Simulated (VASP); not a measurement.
**Be16H (a cell with a defect): single point with PBE**

The system is Be16H (a cell with a defect).

```
Be H
1.0
    -2.29000   -3.96640    0.00000
     3.43500   -1.98320    0.00000
     0.00000    0.00000    7.17686
Be H
16 1
Direct
  0.74953 0.50233 0.99557
  0.48760 0.34026 0.24621
  0.74955 0.51041 0.50481
  0.49919 0.33435 0.74988
  0.49793 0.99826 0.99776
  0.24944 0.83216 0.25096
  0.49381 0.99424 0.50542
  0.24952 0.82857 0.75358
  0.24950 0.49825 0.99894
  0.01139 0.33990 0.24625
  0.24950 0.49743 0.50191
  0.99984 0.33433 0.74990
  0.00113 0.99825 0.99776
  0.74964 0.82143 0.24634
  0.00529 0.99423 0.50546
  0.74952 0.83808 0.75168
  0.74922 0.17129 0.31235
```

```
Program                : VASP 6.6.1
Task                   : single point
Functional             : PBE
Potentials or basis    : VASP PAW PBE potentials, release 64 (Be, H)
Cutoff                 : 520 eV
k mesh                 : 5 × 5 × 3
Occupations            : fermi-dirac, width 0.15 eV
Spin                   : no spin polarisation
Dipole correction      : no
Further INCAR settings : LREAL = Auto; ALGO = Normal; EDIFF = 1e-06; NBANDS = 30
```

* Pressure: 0.9 GPa
* Largest force: 0.823 eV/Å
* Band gap on the k mesh: zero (an odd number of electrons rules out a gap without spin polarisation)

Forces on the atoms (eV/Å):
```
Be  -0.040  0.023 -0.030
Be  -0.018 -0.003 -0.108
Be   0.008 -0.004 -0.072
Be  -0.001  0.002 -0.053
Be   0.003 -0.020 -0.011
Be  -0.012  0.006 -0.038
Be  -0.004  0.031 -0.050
Be   0.002 -0.001 -0.008
Be   0.012 -0.007 -0.049
Be  -0.005  0.018 -0.108
Be   0.006 -0.004 -0.050
Be  -0.002 -0.001 -0.053
Be   0.019  0.008 -0.011
Be   0.021 -0.011 -0.106
Be  -0.029 -0.011 -0.050
Be   0.004 -0.002 -0.028
H    0.037 -0.024  0.822
```

Stress tensor (GPa, compression positive):
```
 0.50  0.89 -0.10
 0.89  1.52  0.05
-0.10  0.05  0.78
```

Levels at points of the mesh, in eV from the Fermi level:
```
           k point  band 14  band 15  band 16  band 17  band 18  band 19
(0.00, 0.00, 0.00)    -3.54    -0.46     0.24     0.48     0.83     0.94
```

It took 85 s on 1 thread of AMD EPYC 9R45 96-Core Processor (Zen 5), on a shared host, peak memory 0.24 GiB.
